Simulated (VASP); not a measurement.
A run of VASP 6.6.1 is set up as follows.

POSCAR

```
P
1.0
    3.2837277200      0.0000000000      0.0000000000
    0.0000000000     34.8570309900      0.0000000000
    0.0000000000      0.0000000000      4.6320847100
P
4
Direct
    0.0000000000      0.9745647225      0.5921507200
    0.0000000000      0.0340418625      0.4078492800
    0.5000000000      0.0254352775      0.0921507200
    0.5000000000      0.9659581375      0.9078492800
```

Contents of INCAR.step1:

```
SYSTEM = P
ALGO = Normal ; EDIFF = 1E-4
ENCUT = 520 ; GGA = PE
ISMEAR = 0 ; LASPH = .True.
LCHARG = .False. ; LREAL = .False.
LWAVE = .True. ; NBANDS = 18
NELM = 60 ; PREC = Accurate
SIGMA = 0.05
```

The input INCAR.step2:

```
SYSTEM = P
ALGO = Normal ; EDIFF = 1E-7
ENCUT = 520 ; ISIF = 2
ISMEAR = 0 ; ISTART = 1
LASPH = .True. ; LCHARG = .True.
LELF = .True. ; LMIXTAU = .True.
LREAL = .False. ; LVHAR = .True.
LWAVE = .False. ; METAGGA = R2SCAN
NBANDS = 18 ; NELM = 60
PREC = Accurate ; SIGMA = 0.05
```

The input KPOINTS:

```
k-points
0
Gamma
  8 1 6
  0 0 0
```

Potentials or basis: VASP PAW PBE potentials, release 64 (P).

Run with:

```console
$ cat potpaw_PBE.64/P/POTCAR > POTCAR
$ cp INCAR.step1 INCAR
$ mpirun -np 1 vasp_std > vasp.out
$ cp INCAR.step2 INCAR
$ mpirun -np 1 vasp_std > vasp.out
```

Task: Estimate the largest force.

Result: 0.579 eV/Å.

Task: What does it give for the band gap on the k mesh?

Result: 1.53 eV, direct.

Forces on the atoms (eV/Å):
```
P    0.000 -0.541  0.206
P    0.000 -0.515 -0.206
P    0.000  0.541  0.206
P    0.000  0.515 -0.206
```

Caveat: the cell differs from its parent crystal (mode 4 (150.0 1/cm) frozen in, largest displacement -0.150 Å); the PAW data sets were made with another functional, which shifts forces and pressure a little.
